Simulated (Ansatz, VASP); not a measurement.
## CoO in VASP and in Ansatz

INCAR

```
PREC     = Accurate       # precision mode
ENCUT    = 520            # plane-wave cutoff, eV
EDIFF    = 1E-8           # SCF threshold, eV
ISMEAR   = -1             # smearing method
SIGMA    = 0.05           # smearing width, eV
LREAL    = F              # projectors in reciprocal space
LASPH    = T              # aspherical terms in the spheres
NELM     = 150            # most SCF steps
ALGO     = Normal         # electronic algorithm
ISIF     = 2              # what is computed and relaxed
LWAVE    = F              # write WAVECAR
LCHARG   = F              # write CHGCAR
ISPIN    = 2              # spin polarisation
MAGMOM   = 2 0            # initial moments
LORBIT   = 11             # projections on sites
LMAXMIX  = 4              # l up to which the mixer works
GGA      = PE             # functional
LEFG     = T            
NBANDS   = 18             # bands
```

The input KPOINTS:

```
regular mesh
0
Gamma
  16 16 16
```

File POSCAR:

```
CoO
1.0
    0.0000000000      2.0675550000      2.1315000000
    2.0675550000      0.0000000000      2.1315000000
    2.0675550000      2.0675550000      0.0000000000
Co O
1 1
Direct
    0.0000000000      0.0000000000      0.0000000000
    0.5000000000      0.5000000000      0.5000000000
```

Input for Ansatz:

```yaml
crystal:
  lattice:
    - [0.0, 2.067555, 2.1315]
    - [2.067555, 0.0, 2.1315]
    - [2.067555, 2.067555, 0.0]
  atoms:
    - { symbol: Co, position: [0.0, 0.0, 0.0], spin: 2.0 }
    - { symbol: O, position: [0.5, 0.5, 0.5] }
magnetization:
  spin_polarized: true
kpoints:
  mp_grid: { grid: [16, 16, 16] }
scf:
  occupations: { method: fermi_dirac, width: 0.05 }
hamiltonian:
  xc: pbe
  pseudopotentials: { kind: paw }
output:
  forces: true
  stress: true
  eigenvalues: true
  efg: { contact_densities: true }
```

Change from the starting cell: equal xx and yy strain of -3 %, PAW files.

Alike in both runs: task electric field gradients; functional PBE; k mesh 16 × 16 × 16; occupations fermi-dirac, width 0.05 eV; collinear spin.

|  | VASP | Ansatz |
| --- | --- | --- |
| version | VASP 6.6.1 | Ansatz 0.2.0 |
| potentials or method | VASP PAW PBE potentials, release 64 (Co, O) | PAW with Ansatz's default frozen-core files, scalar-relativistic |
| plane-wave cutoff (eV) | 520 | 420 |
| valence electrons in the cell | 15 | 23 |

Ansatz gave:

- pressure (GPa): 9.0
- traceless stress, the component that is largest in VASP (GPa): -1.16
- net moment per atom (μB): 1.36
- size of the moment on the site where the two differ most (μB): 2.33
- size of Vzz on the site where it differs most (V/Å²): 6.2

Task: Estimate VASP's values.

Result: Pressure (GPa): 8.2; traceless stress, the component that is largest in VASP (GPa): -1.31; net moment per atom (μB): 1.34; size of the moment on the site where the two differ most (μB): 2.39; size of Vzz on the site where it differs most (V/Å²): 5.6.

Site moments also hang on the region over which each program counts them. VASP's potentials hold 15 valence electrons a cell and Ansatz's 23, so a difference there can come from the potentials and not from the codes.
